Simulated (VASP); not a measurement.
**Bi2Se3: single point with PBE+D3(BJ)**

System: Bi2Se3, a slab with vacuum.

```
Se Bi
1.0
     4.12730    0.00000    0.00000
    -2.06365    3.57435    0.00000
     0.00000    0.00000   27.03297
Se Bi
3 2
Cartesian
  0.0000 0.0000 10.0000
  2.0636 1.1914 13.5165
  0.0000 2.3829 17.0330
  0.0000 2.3829 11.5792
  0.0000 0.0000 15.4538
```

* Program: VASP 6.6.1
* Task: single point
* Functional: PBE
* Dispersion: D3(BJ)
* Potentials or basis: VASP PAW PBE potentials, release 64 (Se, Bi_d)
* Cutoff: 520 eV
* k mesh: 9 × 9 × 1
* Occupations: gaussian, width 0.05 eV
* Spin: no spin polarisation

| Quantity | Value |
| --- | --- |
| Largest force | 0.007 eV/Å |
| Band gap on the k mesh | 0.94 eV (least direct gap 1.30 eV) |
| Dispersion energy per atom | -0.319 eV |

Forces in eV/Å, atoms in the order of the input:
```
Se   0.000  0.000 -0.007
Se   0.000  0.000  0.000
Se   0.000  0.000  0.007
Bi   0.000  0.000  0.006
Bi   0.000  0.000 -0.006
```

Levels at points of the mesh, in eV from the valence-band top:
```tsv
k point	band 22	band 23	band 24	band 25	band 26	band 27
(0.00, 0.00, 0.00)	-0.63	-0.63	-0.36	0.94	2.19	2.19
```

It took 3 min on 1 thread of Intel(R) Xeon(R) Platinum 8488C (Sapphire Rapids), on a shared host, peak memory 0.54 GiB.

Caveat: spin-orbit coupling is left out, which moves the levels of the heavy elements.
